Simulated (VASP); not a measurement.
Set up this calculation in VASP 6.6.1, as the native input.

| Property | Result |
| --- | --- |
| Task | single point |
| Functional | PBEsol |
| Potentials or basis | VASP PAW PBE potentials, release 64 (Re) |
| Cutoff | 520 eV |
| k mesh | 14 × 14 × 14 |
| Occupations | fermi-dirac, width 0.05 eV |
| Spin | no spin polarisation |
| Dipole correction | no |
| Further INCAR settings | ALGO = Normal; EDIFF = 1e-06; NBANDS = 10 |

The structure of Re lies in POSCAR:

```
Re
1.0
    0.0000000000      1.9617445670      1.9617445670
    1.9617445670      0.0000000000      1.9617445670
    1.9617445670      1.9617445670      0.0000000000
Re
1
Direct
    0.0000000000      0.0000000000      0.0000000000
```

This cell differs from its parent crystal: volume scaled by 0.98.

These files were run (other wordings do the same):

INCAR

```
SYSTEM = Re
ALGO = Normal
EDIFF = 1E-6
ENCUT = 520
GGA = PS
ISIF = 2
ISMEAR = -1
LASPH = .TRUE.
LCHARG = .TRUE.
LELF = .TRUE.
LREAL = .FALSE.
LVHAR = .TRUE.
LWAVE = .FALSE.
NBANDS = 10
NELM = 100
PREC = Accurate
SIGMA = 0.05
```

KPOINTS

```
k-points
0
G
  14 14 14
  0 0 0
```

Potentials or basis: VASP PAW PBE potentials, release 64 (Re).

Launch:

```bash
$ cat potpaw_PBE.64/Re/POTCAR > POTCAR
$ mpirun -np 1 vasp_std > vasp.out
```

It gave:

| Property | Result |
| --- | --- |
| Pressure | -12.4 GPa |

Caveat: the PAW data sets were made with another functional, which shifts forces and pressure a little.

Run time: 7.2 s on 1 thread of Intel Xeon 6975P-C, on a shared host, peak memory 0.15 GiB.
